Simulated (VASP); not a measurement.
# Ge (I4_1/amd) in VASP: further runs

Ge is run at these levels: PBE; tasks: single point, relaxation of shape and atoms at fixed volume.

Program: VASP 6.6.1. These are calculated values, not measurements. Logs are shortened: lines on timing, memory, paths and dates and some standing lists are left out, and cuts for length are marked.

## (1) The cell of the first run

It takes space group I4_1/amd (No. 141, tetragonal). Conventional cell: a = 5.201 Å, b = 5.201 Å, c = 2.856 Å, α = 90.00°, β = 90.00°, γ = 90.00°. Within 3.6 Å of Ge (site symmetry -4m2) lie 10 Ge at 2.70 to 3.37 Å.

## (2) Single point, PBE

Contents of INCAR:

```
SYSTEM = Ge
PREC = Accurate
ENCUT = 520
EDIFF = 1E-6
ISMEAR = -1
SIGMA = 0.1
LREAL = .FALSE.
LASPH = .TRUE.
NELM = 100
ALGO = Normal
ISIF = 2
LWAVE = .FALSE.
LCHARG = .FALSE.
GGA = PE
NBANDS = 21
```

Contents of KPOINTS:

```
regular mesh
0
G
  17 17 17
  0 0 0
```

Contents of POSCAR:

```
Ge
1.0
   -2.6003962924      2.6003962924      1.4278693722
    2.6003962924     -2.6003962924      1.4278693722
    2.6003962924      2.6003962924     -1.4278693722
Ge
2
Direct
   -0.3750000000     -0.1250000000     -0.2500000000
    0.3750000000      0.1250000000      0.2500000000
```

Potentials or basis: VASP PAW PBE potentials, release 64 (Ge_d).

Run with:

```console
cat potpaw_PBE.64/Ge_d/POTCAR > POTCAR
mpirun -np 1 vasp_std > vasp.out
```

OUTCAR:

```text
SYSTEM = Ge
   PREC = Accurate
   ENCUT = 520
   EDIFF = 1E-6
   ISMEAR = -1
   LREAL = .FALSE.
   LASPH = .TRUE.
   NELM = 100
   ISIF = 2
   GGA = PE

 ion  position               nearest neighbor table
   1  0.625  0.875  0.750-   2 2.70   2 2.70   2 2.70   2 2.70
   2  0.375  0.125  0.250-   1 2.70   1 2.70   1 2.70   1 2.70

  LATTYP: Found a body centered tetragonal cell.
 ALAT       =     5.2007925848
 C/A-ratio  =     0.5490968343

  Lattice vectors:

 A1 = (  -2.6003962924,   2.6003962924,   1.4278693722)
 A2 = (   2.6003962924,  -2.6003962924,   1.4278693722)
 A3 = (   2.6003962924,   2.6003962924,  -1.4278693722)

Analysis of symmetry for initial positions (statically):
=====================================================================
 Subroutine PRICEL returns:
 Original cell was already a primitive cell.

 Routine SETGRP: Setting up the symmetry group for a
 body centered tetragonal supercell.

 Subroutine GETGRP returns: Found 16 space group operations
 (whereof  4 operations were pure point group operations)
 out of a pool of 16 trial point group operations.

The static configuration has the point symmetry C_2h.
 The point group associated with its full space group is D_4h.

Analysis of symmetry for dynamics (positions and initial velocities):
=====================================================================
 Subroutine PRICEL returns:
 Original cell was already a primitive cell.

 Routine SETGRP: Setting up the symmetry group for a
 body centered tetragonal supercell.

 Subroutine GETGRP returns: Found 16 space group operations
 (whereof  4 operations were pure point group operations)
 out of a pool of 16 trial point group operations.

The dynamic configuration has the point symmetry C_2h.
 The point group associated with its full space group is D_4h.

 Subroutine INISYM returns: Found 16 space group operations
 (whereof  4 operations are pure point group operations),
 and found     1 'primitive' translations

----------------------------------------------------------------------------------------

                                     Primitive cell

  volume of cell :      38.6214

  direct lattice vectors                    reciprocal lattice vectors
    -2.600396292  2.600396292  1.427869372     0.000000000  0.192278385  0.350172088
     2.600396292 -2.600396292  1.427869372     0.192278385  0.000000000  0.350172088
     2.600396292  2.600396292 -1.427869372     0.192278385  0.192278385  0.000000000

  length of vectors
     3.944988302  3.944988302  3.944988302     0.399489010  0.399489010  0.271922700

  position of ions in fractional coordinates (direct lattice)
     0.625000000  0.875000000  0.750000000
     0.375000000  0.125000000  0.250000000

  ion indices of the primitive-cell ions
   primitive index   ion index
                 1           1
                 2           2

----------------------------------------------------------------------------------------

 KPOINTS: regular mesh

Automatic generation of k-mesh.
 Grid dimensions read from file:
 generate k-points for:   17   17   17

 Generating k-lattice:

  Cartesian coordinates                     Fractional coordinates (reciprocal lattice)
     0.000000000  0.011310493  0.020598358     0.058823529  0.000000000 -0.000000000
     0.011310493  0.000000000  0.020598358     0.000000000  0.058823529 -0.000000000
     0.011310493  0.011310493  0.000000000     0.000000000  0.000000000  0.058823529

  Length of vectors
     0.023499354  0.023499354  0.015995453

  Shift w.r.t. Gamma in fractional coordinates (k-lattice)
     0.000000000  0.000000000  0.000000000

 Subroutine IBZKPT returns following result:
 ===========================================

 Found    405 irreducible k-points:

 Following reciprocal coordinates:
            Coordinates               Weight
  0.000000  0.000000  0.000000      1.000000
  0.058824 -0.000000  0.000000      8.000000
  0.117647  0.000000 -0.000000      8.000000
  0.176471 -0.000000  0.000000      8.000000
  0.235294  0.000000 -0.000000      8.000000
  0.294118  0.000000  0.000000      8.000000
[... 16 lines left out ...]
 -0.176471  0.058824 -0.000000     16.000000
 -0.117647  0.058824  0.000000     16.000000
 [... further k-points ...]
   k-points           NKPTS =    405   k-points in BZ     NKDIM =    405   number of bands    NBANDS=     21
   number of dos      NEDOS =    301   number of ions     NIONS =      2
   total plane-waves  NPLWV =  27000
   dimension x,y,z NGX =    30 NGY =   30 NGZ =   30
   dimension x,y,z NGXF=    60 NGYF=   60 NGZF=   60
   ions per type =               2
   NGX,Y,Z   is equivalent  to a cutoff of  12.64, 12.64, 12.64 a.u.
   NGXF,Y,Z  is equivalent  to a cutoff of  25.28, 25.28, 25.28 a.u.
 SYSTEM =  Ge
   PREC   = accura    normal or accurate (medium, high low for compatibility)
   ISTART =      0    job   : 0-new  1-cont  2-samecut
   ICHARG =      2    charge: 1-file 2-atom 10-const
   ISPIN  =      1    spin polarized calculation?
   LNONCOLLINEAR =      F non collinear calculations
   LSORBIT =      F    spin-orbit coupling
   LASPH  =      T    aspherical Exc in radial PAW
   ENCUT  =  520.0 eV  38.22 Ry    6.18 a.u.   7.34  7.34  7.34*2*pi/ulx,y,z
   NELM   =    100;   NELMIN=  2; NELMDL= -5     # of ELM steps
   EDIFF  = 0.1E-05   stopping-criterion for ELM
   LREAL  =      F    real-space projection
   EDIFFG = 0.1E-04   stopping-criterion for IOM
   NSW    =      0    number of steps for IOM
   IBRION =     -1    ionic relax: 0-MD 1-quasi-New 2-CG
   NFREE  =      0    steps in history (QN), initial steepest desc. (CG)
   ISIF   =      2    stress and relaxation
   ISYM   =      2    0-nonsym 1-usesym 2-fastsym
   POTIM  = 0.5000    time-step for ionic-motion
   TEBEG  =    0.0;   TEEND  =   0.0 temperature during run
   PSTRESS=    0.0 pullay stress
   NELECT =      28.0000    total number of electrons
   NUPDOWN=      -1.0000    fix difference up-down
   EMIN   =  10.00;   EMAX   =-10.00  energy-range for DOS
   EFERMI =   0.00;   METHOD = LEGACY
   ISMEAR =    -1;   SIGMA  =   0.10  broadening in eV -4-tet -1-fermi 0-gaus
   EFERMI_NEDOS =   21; number of points for ismear=-14 and -15
   IALGO  =     38    algorithm
   IMIX   =      4    mixing-type and parameters
     AMIX     =   0.40;   BMIX     =  1.00
     AMIX_MAG =   1.60;   BMIX_MAG =  1.00
  volume/ion in A,a.u.               =      19.31       130.31
  Fermi-wavevector in a.u.,A,eV,Ry     =   1.470680  2.779183 29.428055  2.162901
  Thomas-Fermi vector in A             =   2.585908
   LORBIT       =      0    0 simple, 1 ext, 2 COOP (PROOUT), +10 PAW based schemes
   GGA     = PE    functional components
[... 5 lines left out ...]
 non-spin polarized calculation
  energy-cutoff  :      520.00
  volume of cell :       38.62
 maximum number of plane-waves:      1065
 NGX is ok and might be reduce to    30
   NGX = 15   NGY = 15   NGZ = 15

 number of electron      28.0000027 magnetization

 Free energy of the ion-electron system (eV)
  ---------------------------------------------------
  ext. energy  EPLUGINS =         0.00000000
  ---------------------------------------------------
  free energy    TOTEN  =        -8.59004345 eV

  energy without entropy =       -8.56390918  energy(sigma->0) =       -8.57697632

 E-fermi :   6.3229     XC(G=0): -11.1111

 val. band max:        6.3211856149   @ k =  -0.2941  -0.4706   0.1176
 cond. band min:       6.3245863960   @ k =   0.3529  -0.0000   0.0000
 fundamental gap:      0.0034007811
 Fermi energy:         6.3228788072

 k-point     1 :       0.0000    0.0000    0.0000
  band No.  band energies     occupation
      1     -18.3736      2.00000
      2     -18.3306      2.00000
      3     -18.3039      2.00000
      4     -18.3006      2.00000
      5     -18.2151      2.00000
      6     -18.2151      2.00000
[... 13 lines left out ...]
     20      17.8195      0.00000
     21      18.7174      0.00000

 k-point     2 :       0.0588   -0.0000    0.0000
  band No.  band energies     occupation
      1     -18.3724      2.00000
      2     -18.3268      2.00000
      3     -18.3023      2.00000
      4     -18.2959      2.00000
      5     -18.2182      2.00000
      6     -18.2179      2.00000
[... 13 lines left out ...]
     20      17.8441      0.00000
     21      18.8678      0.00000

 k-point     3 :       0.1176    0.0000   -0.0000
  band No.  band energies     occupation
      1     -18.3688      2.00000
      2     -18.3161      2.00000
      3     -18.2978      2.00000
      4     -18.2835      2.00000
      5     -18.2256      2.00000
      6     -18.2225      2.00000
[... 13 lines left out ...]
     20      17.1379      0.00000
     21      17.6471      0.00000

 k-point     4 :       0.1765   -0.0000    0.0000
  band No.  band energies     occupation
      1     -18.3629      2.00000
      2     -18.3012      2.00000
      3     -18.2911      2.00000
      4     -18.2687      2.00000
      5     -18.2351      2.00000
      6     -18.2236      2.00000
[... 13 lines left out ...]
     20      16.0802      0.00000
     21      16.9411      0.00000

 k-point     5 :       0.2353    0.0000   -0.0000
  band No.  band energies     occupation
      1     -18.3556      2.00000
      2     -18.2871      2.00000
      3     -18.2835      2.00000
      4     -18.2605      2.00000
      5     -18.2446      2.00000
      6     -18.2207      2.00000
[... 13 lines left out ...]
     20      15.2176      0.00000
     21      16.9208      0.00000
[... 382 lines left out ...]
     20      15.6453      0.00000
     21      16.7710      0.00000

 k-point    22 :      -0.2353    0.0588    0.0000
  band No.  band energies     occupation
      1     -18.3576      2.00000
      2     -18.3033      2.00000
      3     -18.2864      2.00000
      4     -18.2750      2.00000
      5     -18.2337      2.00000
      6     -18.2194      2.00000
[... 13 lines left out ...]
     20      16.3871      0.00000
     21      16.8736      0.00000

 k-point    23 :      -0.1765    0.0588   -0.0000
  band No.  band energies     occupation
      1     -18.3643      2.00000
      2     -18.3174      2.00000
      3     -18.2938      2.00000
      4     -18.2876      2.00000
      5     -18.2253      2.00000
      6     -18.2188      2.00000
[... 13 lines left out ...]
     20      17.2675      0.00000
     21      17.6734      0.00000

 k-point    24 :      -0.1176    0.0588    0.0000
  band No.  band energies     occupation
      1     -18.3692      2.00000
      2     -18.3275      2.00000
      3     -18.2995      2.00000
      4     -18.2982      2.00000
      5     -18.2189      2.00000
      6     -18.2157      2.00000
[... 13 lines left out ...]
     20      18.0404      0.00000
     21      18.6967      0.00000

 [... further k-points ...]

------------------------ aborting loop because EDIFF is reached ----------------------------------------

  FORCE on cell =-STRESS in cart. coord.  units (eV):
  Direction    XX          YY          ZZ          XY          YZ          ZX
  --------------------------------------------------------------------------------------
  -------------------------------------------------------------------------------------
  Total       -0.0309026     -0.0309026     -0.0233534      0.0000000      0.0000000      0.0000000
  in kB       -1.2819720     -1.2819720     -0.9687974      0.0000000      0.0000000      0.0000000
  external PRESSURE =      -1.1775805 kB  Pullay stress =       0.0000000 kB

 VOLUME and BASIS-vectors are now :
 -----------------------------------------------------------------------------
  energy-cutoff  :      520.00
  volume of cell :       38.62
      direct lattice vectors                 reciprocal lattice vectors
    -2.600396292  2.600396292  1.427869372     0.000000000  0.192278385  0.350172088
     2.600396292 -2.600396292  1.427869372     0.192278385  0.000000000  0.350172088
     2.600396292  2.600396292 -1.427869372     0.192278385  0.192278385  0.000000000

 POSITION                                       TOTAL-FORCE (eV/Angst)
 -----------------------------------------------------------------------------------
      2.60040      1.30020      1.07090         0.000000      0.000000     -0.000000
      0.00000      1.30020      0.35697        -0.000000     -0.000000      0.000000
 -----------------------------------------------------------------------------------
    total drift:                                0.000000     -0.000000      0.000000

  FREE ENERGIE OF THE ION-ELECTRON SYSTEM (eV)
  ---------------------------------------------------
  free  energy   TOTEN  =        -8.5900434508 eV

  energy  without entropy=       -8.5639091837  energy(sigma->0) =       -8.57697632
```

Run time: 5.4 min. Hardware: 1 thread of Intel Xeon 8259CL, shared host; peak memory 0.37 GiB.

Results:

| Item | Value |
| --- | --- |
| Free energy | -8.5900 eV |
| Pressure | -0.1 GPa |
| Band gap on the k mesh | zero (bands 14 and 15 overlap by 4.88 eV) |

Levels at points of the mesh, in eV from the Fermi level:
| k point | band 11 | band 12 | band 13 | band 14 | band 15 | band 16 | band 17 | band 18 |
| --- | --- | --- | --- | --- | --- | --- | --- | --- |
| (0.00, 0.00, 0.00) | -12.93 | -4.04 | -2.15 | -2.15 | 3.45 | 7.45 | 7.45 | 7.66 |

## (3) Single point, PBE

Contents of INCAR:

```
PREC = Accurate
ENCUT = 520
EDIFF = 1E-7
ISMEAR = 1
SIGMA = 0.025
LREAL = False
LASPH = True
NELM = 80
ALGO = Normal
ISIF = 2
LWAVE = False
LCHARG = True
GGA = PE
LELF = True
LVHAR = True
NBANDS = 21
```

Contents of KPOINTS:

```
regular mesh
0
Gamma
  17 17 17
```

POSCAR is that of step 2.

Potentials or basis: VASP PAW PBE potentials, release 64 (Ge_d).

Run with:

```console
cat potpaw_PBE.64/Ge_d/POTCAR > POTCAR
mpirun -np 1 vasp_std > vasp.out
```

OUTCAR:

```text
PREC = Accurate
   ENCUT = 520
   EDIFF = 1E-7
   ISMEAR = 1
   LREAL = False
   LASPH = True
   NELM = 80
   ISIF = 2
   GGA = PE

 ion  position               nearest neighbor table
   1  0.625  0.875  0.750-   2 2.70   2 2.70   2 2.70   2 2.70
   2  0.375  0.125  0.250-   1 2.70   1 2.70   1 2.70   1 2.70

  LATTYP: Found a body centered tetragonal cell.
 ALAT       =     5.2007925848
 C/A-ratio  =     0.5490968343

  Lattice vectors:

 A1 = (  -2.6003962924,   2.6003962924,   1.4278693722)
[... 764 lines left out ...]

------------------------ aborting loop because EDIFF is reached ----------------------------------------

  FORCE on cell =-STRESS in cart. coord.  units (eV):
  Direction    XX          YY          ZZ          XY          YZ          ZX
  --------------------------------------------------------------------------------------
  -------------------------------------------------------------------------------------
  Total       -0.0214308     -0.0214308     -0.0127904     -0.0000000      0.0000000     -0.0000000
  in kB       -0.8890386     -0.8890386     -0.5305979     -0.0000000      0.0000000     -0.0000000
  external PRESSURE =      -0.7695583 kB  Pullay stress =       0.0000000 kB

 VOLUME and BASIS-vectors are now :
 -----------------------------------------------------------------------------
  energy-cutoff  :      520.00
  volume of cell :       38.62
      direct lattice vectors                 reciprocal lattice vectors
    -2.600396292  2.600396292  1.427869372     0.000000000  0.192278385  0.350172088
     2.600396292 -2.600396292  1.427869372     0.192278385  0.000000000  0.350172088
     2.600396292  2.600396292 -1.427869372     0.192278385  0.192278385  0.000000000

 POSITION                                       TOTAL-FORCE (eV/Angst)
 -----------------------------------------------------------------------------------
      2.60040      1.30020      1.07090        -0.000000     -0.000000     -0.000000
      0.00000      1.30020      0.35697         0.000000      0.000000      0.000000
 -----------------------------------------------------------------------------------
    total drift:                                0.000000     -0.000000      0.000000

  FREE ENERGIE OF THE ION-ELECTRON SYSTEM (eV)
  ---------------------------------------------------
  free  energy   TOTEN  =        -8.5772717550 eV

  energy  without entropy=       -8.5772178193  energy(sigma->0) =       -8.57725378
```

OSZICAR:

```text
N       E                     dE             d eps       ncg     rms          rms(c)
DAV:   1     0.176836824992E+03    0.17684E+03   -0.14235E+04 19283   0.376E+03
DAV:   2     0.157287008660E+02   -0.16111E+03   -0.15628E+03 17100   0.595E+02
DAV:   3    -0.790572695957E+01   -0.23634E+02   -0.23440E+02 19531   0.134E+02
DAV:   4    -0.858295633385E+01   -0.67723E+00   -0.67678E+00 18920   0.262E+01
DAV:   5    -0.859316752604E+01   -0.10211E-01   -0.10211E-01 19254   0.355E+00    0.198E+00
DAV:   6    -0.858168682145E+01    0.11481E-01   -0.18304E-02 22989   0.225E+00    0.112E+00
DAV:   7    -0.857739403440E+01    0.42928E-02   -0.13145E-02 23020   0.169E+00    0.109E-01
DAV:   8    -0.857726653283E+01    0.12750E-03   -0.20057E-03 21104   0.784E-01    0.387E-02
DAV:   9    -0.857727278624E+01   -0.62534E-05   -0.55467E-05 21095   0.991E-02    0.114E-02
DAV:  10    -0.857727209543E+01    0.69080E-06   -0.41507E-06 22040   0.286E-02    0.179E-03
DAV:  11    -0.857727182017E+01    0.27527E-06   -0.14786E-07 15754   0.538E-03    0.389E-04
DAV:  12    -0.857727175504E+01    0.65131E-07   -0.46798E-08 10915   0.404E-03
   1 F= -.85772718E+01 E0= -.85772538E+01  d E =-.539357E-04
```

stdout:

```text
POSCAR found type information on POSCAR Ge
 POSCAR found :  1 types and       2 ions
 scaLAPACK will be used
 LDA part: xc-table for (Slater+PW92), standard interpolation
 POSCAR, INCAR and KPOINTS ok, starting setup
 FFT: planning ... GRIDC
 FFT: planning ... GRID_SOFT
 FFT: planning ... GRID
 WAVECAR not read
 entering main loop
```

Run time: 7.3 min. Hardware: 1 thread of Intel Xeon 8259CL, shared host; peak memory 0.37 GiB.

Results:

```
Free energy            : -8.5773 eV
Pressure               : -0.1 GPa
Band gap on the k mesh : zero (bands 14 and 15 overlap by 4.88 eV)
```

## (4) Relaxation of shape and atoms at fixed volume, PBE

This run uses another cell than the first one, of 7.72 Å³/atom.

Contents of INCAR:

```
ALGO = Normal
EDIFF = 1E-6
EDIFFG = -0.005
ENCUT = 600
GGA = PE
IBRION = 2
ISIF = 4
ISMEAR = -1
LASPH = True
LCHARG = False
LREAL = False
LWAVE = False
NELM = 100
NSW = 50
PREC = Accurate
SIGMA = 0.1
```

Contents of KPOINTS:

```
k-points
0
Gamma
  17 17 17
```

Contents of POSCAR:

```
Ge
1.0
   -1.9159883700      1.9159883700      1.0520631486
    1.9159883700     -1.9159883700      1.0520631486
    1.9159883700      1.9159883700     -1.0520631486
Ge
2
Direct
   -0.3750000000     -0.1250000000     -0.2500000000
    0.3750000000      0.1250000000      0.2500000000
```

Run with:

```console
cat potpaw_PBE.64/Ge_d/POTCAR > POTCAR
mpirun -np 1 vasp_std > vasp.out
```

Wall time 9.7 min (1 thread of Intel Xeon 8259CL, shared host); peak memory 0.24 GiB.

The run converged. Its results:

```
Free energy               : 7.5132 eV
Energy gained by relaxing : 9.1 meV/atom
Ionic steps               : 5
Pressure after relaxing   : 522.5 GPa
Band gap on the k mesh    : zero (bands 14 and 15 overlap by 12.06 eV)
```

Step by step:
```csv
step,energy change (eV),largest force (eV/Å),pressure (GPa),volume (Å³)
1,0.0000,0.0000,522.99,15.45
2,0.1409,0.0000,524.30,15.45
3,-0.0181,0.0000,522.55,15.45
4,-0.0183,0.0000,522.53,15.45
5,-0.0183,0.0000,522.53,15.45
```

Final structure:
```
Ge
1.0
    -1.92845    1.92845    1.03851
     1.92845   -1.92845    1.03851
     1.92845    1.92845   -1.03851
Ge
2
Direct
  0.62500 0.87500 0.75000
  0.37500 0.12500 0.25000
```

Levels at points of the mesh, in eV from the Fermi level:
```tsv
k point	band 12	band 13	band 14	band 15	band 16	band 17
(0.00, 0.00, 0.00)	-6.66	-6.66	-0.56	-0.04	13.92	13.92
```

## (5) Summary

```tsv
task	cell	cutoff (eV)	smearing	gap on the mesh (eV)	pressure (GPa)
single point	a = 3.945 Å, angles 97.5, 97.5, 137.6°, 2 atoms	520	fermi-dirac 0.1 eV	none	-0.1
single point	a = 3.945 Å, angles 97.5, 97.5, 137.6°, 2 atoms	520	methfessel-paxton 0.025 eV	none	-0.1
relaxation of shape and atoms at fixed volume	relaxed from a = 2.907 Å, angles 97.5, 97.5, 137.6°, 2 atoms	600	fermi-dirac 0.1 eV	none	522.5
```

Alike in all rows: level PBE; potentials or basis VASP PAW PBE potentials, release 64 (Ge_d); no spin polarisation; k mesh 17 × 17 × 17.

Absolute energies hang on the potentials; compare differences alone.
